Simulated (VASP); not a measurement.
Runs of VASP 6.6.1 on PbS (Galena). The structure is cubic, space group Fm-3m (No. 225). Conventional cell: a = 5.932 Å, b = 5.932 Å, c = 5.932 Å, α = 90.00°, β = 90.00°, γ = 90.00°. Pb (site symmetry m-3m) has 6 S at 2.97 Å within 3.9 Å. Within 3.9 Å of S (site symmetry m-3m) lie 6 Pb at 2.97 Å. 

| k mesh | gap on the mesh (eV) | pressure (GPa) |
| --- | --- | --- |
| 8 × 8 × 8 | 0.36 | 2.2 |
| 2 × 2 × 2 | 0.14 | 10.5 |
| 4 × 4 × 4 | 0.36 | (a) |
| 6 × 6 × 6 | 0.37 | (b) |

Alike in all rows: task single point; level PBE; potentials or basis VASP PAW PBE potentials, release 64 (Pb_d, S); no spin polarisation; cell as given; cutoff (eV) 520; smearing gaussian 0.01 eV.

**Question.** Estimate the missing entries.

**Answer.** (a) 2.3; (b) 2.1.

Caveats: some runs use coarse meshes; spin-orbit coupling is left out, which moves the levels of the heavy elements.

A k mesh can miss the band edges, and the runs leave out spin-orbit coupling on Pb.
